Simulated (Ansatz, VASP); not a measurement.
# One calculation of Pb, two programs

File INCAR:

```
PREC = Accurate
ENCUT = 600
EDIFF = 1E-6
ISMEAR = -1
SIGMA = 0.05
LREAL = F
LASPH = T
NELM = 60
ALGO = Normal
ISIF = 3
LWAVE = F
LCHARG = F
GGA = PE
IBRION = 2
NSW = 80
EDIFFG = -0.02
```

Contents of KPOINTS:

```
regular mesh
0
Gamma
  7 7 4
```

Contents of POSCAR:

```
Pb
1.0
    3.4800000000      0.0000000000      0.0000000000
   -1.7400000000      3.0137684052      0.0000000000
    0.0000000000      0.0000000000      5.5900000000
Pb
2
Direct
    0.6666666667      0.3333333333      0.7500000000
    0.3333333333      0.6666666667      0.2500000000
```

The input input.yaml:

```yaml
crystal:
  lattice:
    - [3.48, 0.0, 0.0]
    - [-1.74, 3.0137684052, 0.0]
    - [0.0, 0.0, 5.59]
  atoms:
    - { symbol: Pb, position: [0.6666666667, 0.3333333333, 0.75] }
    - { symbol: Pb, position: [0.3333333333, 0.6666666667, 0.25] }
kpoints:
  mp_grid: { grid: [7, 7, 4] }
scf:
  occupations: { method: fermi_dirac, width: 0.05 }
hamiltonian:
  xc: pbe
  pseudopotentials: { kind: all_electron, lapw: { basis_error: 0.001 } }
output:
  forces: true
  stress: true
relax:
  f_tol: 0.02
  max_steps: 60
  cell: {}
```

Alike in both runs: task relaxation of cell and atoms; functional PBE; k mesh 7 × 7 × 4; occupations fermi-dirac, width 0.05 eV; no spin polarisation.

|  | VASP | Ansatz |
| --- | --- | --- |
| version | VASP 6.6.1 | Ansatz 0.2.0 |
| potentials or method | VASP PAW PBE potentials, release 64 (Pb_d), cutoff 600 eV | all-electron LAPW, scalar-relativistic |

VASP gave:

```
relaxed volume (Å³/atom)                                        : 31.73
relaxed length of the cell vector where the two differ most in proportion (Å) : 5.684
```

Task: Estimate Ansatz's values.

Result: Relaxed volume (Å³/atom): 31.73; relaxed length of the cell vector where the two differ most in proportion (Å): 5.689.

Ansatz ran all-electron here, and VASP with PAW potentials.

Spin-orbit coupling is off throughout. Noted on Ansatz's run: the k mesh is thin for a metal, which can move the energy by tens of meV per atom.
